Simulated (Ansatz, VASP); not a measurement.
# One calculation of Hf, two programs

File INCAR:

```
SYSTEM = Hf
ALGO = Normal
EDIFF = 1E-6
ENCUT = 500
GGA = PS
GGA_COMPAT = .False.
ISIF = 2
ISMEAR = 1
LASPH = .True.
LCHARG = .False.
LREAL = .False.
LWAVE = .False.
NBANDS = 17
NELM = 120
PREC = Accurate
SIGMA = 0.15
```

KPOINTS

```
k-points
0
Gamma
  12 12 7
  0 0 0
```

File POSCAR:

```
Hf
1.0
    3.1752449911      0.0000000000      0.0000000000
   -1.5876224956      2.7498424200      0.0000000000
    0.0000000000      0.0000000000      5.0238540107
Hf
2
Direct
    0.3333333333      0.6666666667      0.2500000000
    0.6666666667      0.3333333333      0.7500000000
```

Input for Ansatz:

```yaml
crystal:
  lattice:
    - [3.175244991132008, 0.0, 0.0]
    - [-1.587622495566004, 2.7498424200221, 0.0]
    - [0.0, 0.0, 5.023854010744666]
  atoms:
    - { symbol: Hf, position: [0.3333333333333333, 0.6666666666666666, 0.25] }
    - { symbol: Hf, position: [0.6666666666666666, 0.3333333333333333, 0.75] }
basis:
  ecutwfc: 557.833418042754
kpoints:
  mp_grid:
    grid: [12, 12, 7]
hamiltonian:
  xc: pbesol
scf:
  occupations:
    method: cold
    width: 0.15
output:
  stress: true
```

Alike in both runs: task single point; functional PBEsol; k mesh 12 × 12 × 7; no spin polarisation.

|  | VASP | Ansatz |
| --- | --- | --- |
| version | VASP 6.6.1 | Ansatz 0.2.0 |
| potentials or method | VASP PAW PBE potentials, release 64 (Hf_pv), cutoff 500 eV | plane waves, PAW |
| occupations | methfessel-paxton of order 1, width 0.15 eV | cold, width 0.15 eV |
| valence electrons in the cell | 20 | 52 |

VASP gave:

- pressure (GPa): -2.0
- traceless stress, the component that is largest in VASP (GPa): -0.15

Problem. Estimate Ansatz's values.

Solution. Pressure (GPa): -1.6; traceless stress, the component that is largest in VASP (GPa): -0.02.

VASP's potentials were made for PBE, not for PBEsol. VASP's potentials hold 20 valence electrons a cell and Ansatz's 52, so a difference there can come from the potentials and not from the codes.

Neither program's run includes spin-orbit coupling.
